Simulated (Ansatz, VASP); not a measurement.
**One calculation of TaN, two programs**

```
Ta N
1.0
     0.00000    2.21132    2.21132
     2.21132    0.00000    2.21132
     2.21132    2.21132    0.00000
Ta N
1 1
Direct
  0.50000 0.50000 0.50000
  0.00000 0.00000 0.00000
```

Alike in both runs: functional r2SCAN; k mesh 10 × 10 × 10; occupations fermi-dirac, width 0.05 eV; no spin polarisation; Hubbard terms Ta d U = 1.0 eV.

```csv
,VASP,Ansatz
version,VASP 6.6.1,Ansatz 0.2.0
potentials or method,"VASP PAW PBE potentials, release 64 (Ta_sv_GW, N)",Ansatz PAW
plane-wave cutoff (eV),660,500
valence electrons in the cell,18,18
task,single point,projected density of states
```

|  | VASP | Ansatz | Ansatz less VASP |
| --- | --- | --- | --- |
| gap on the k mesh at the Fermi level (eV) | none | none | - |
| pressure (GPa) | -3.4 | -5.3 | -1.92 |

VASP's potentials were made for PBE, not for r2SCAN. The programs project onto different local orbitals, so the same U acts differently, and such runs can settle in different states. A gap of «none» marks a metal or a gap that the smearing closes.

Spin-orbit coupling is off throughout.
